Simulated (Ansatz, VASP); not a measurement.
One calculation of Si54O, two programs

```
Si O
1.0
    -8.20514    0.00000    8.20514
    -8.20514   -8.20514    0.00000
     0.00000   -8.20514    8.20514
Si O
54 1
Direct
  0.24905 0.91604 0.25064
  0.25101 0.58173 0.25046
  0.25149 0.24844 0.25007
  0.24902 0.91602 0.58435
  0.25000 0.58317 0.58347
  0.24940 0.24942 0.58504
  0.25525 0.91456 0.91515
  0.25102 0.58176 0.91684
  0.24943 0.24943 0.91616
  0.57410 0.91449 0.25575
  0.58285 0.58276 0.24993
  0.58170 0.25096 0.25118
  0.58854 0.91672 0.57943
  0.58284 0.58275 0.58457
  0.58318 0.24993 0.58350
  0.58863 0.91674 0.91537
  0.58657 0.58454 0.91448
  0.58168 0.25099 0.91621
  0.92574 0.92833 0.20705
  0.91679 0.57037 0.25646
  0.91665 0.25023 0.25151
  0.91703 0.91682 0.58311
  0.91725 0.58799 0.57961
  0.91662 0.25023 0.58164
  0.92578 0.92854 0.93908
  0.91729 0.58803 0.91523
  0.91525 0.25024 0.91729
  0.16694 0.16639 0.16632
  0.17164 0.82992 0.16711
  0.16709 0.49894 0.16700
  0.16692 0.16638 0.50040
  0.16684 0.83337 0.49990
  0.16725 0.49940 0.49998
  0.16574 0.16554 0.83441
  0.17160 0.82993 0.83141
  0.16727 0.49939 0.83347
  0.50208 0.16511 0.16643
  0.49762 0.83282 0.16580
  0.50021 0.50024 0.16522
  0.49919 0.16694 0.50055
  0.49758 0.83283 0.50384
  0.49997 0.50003 0.50004
  0.49919 0.16694 0.83342
  0.50489 0.83435 0.83044
  0.50018 0.50024 0.83444
  0.82941 0.17429 0.16929
  0.81794 0.81293 0.18451
  0.83282 0.49808 0.16550
  0.83321 0.16684 0.49997
  0.83854 0.83823 0.48726
  0.83282 0.49808 0.50368
  0.82935 0.17437 0.82700
  0.83868 0.83834 0.83607
  0.83628 0.50230 0.83077
  0.96421 0.99042 0.02284
```

Alike in both runs: functional PBE; k mesh 2 × 2 × 2; occupations gaussian, width 0.02 eV; no spin polarisation.

Ansatz relaxed the structure, and its values are those at the end. VASP's run is a single point on that final structure, the one shown.

|  | VASP | Ansatz |
| --- | --- | --- |
| version | VASP 6.6.1 | Ansatz 0.2.0 |
| potentials or method | VASP PAW PBE potentials, release 64 (Si, O), cutoff 520 eV | scalar-relativistic, plane waves, PAW |
| valence electrons in the cell | 222 | 222 |

Ansatz gave:

```
gap on the k mesh at the Fermi level (eV) : none
rms of the force components (eV/Å)        : 0.005
```

Question: Which values does VASP return?

Answer: gap on the k mesh at the Fermi level (eV): none; rms of the force components (eV/Å): 0.007.

A gap of «none» marks a metal or a gap that the smearing closes. The functional is the same, so the differences come from potentials, cutoffs and numerics.
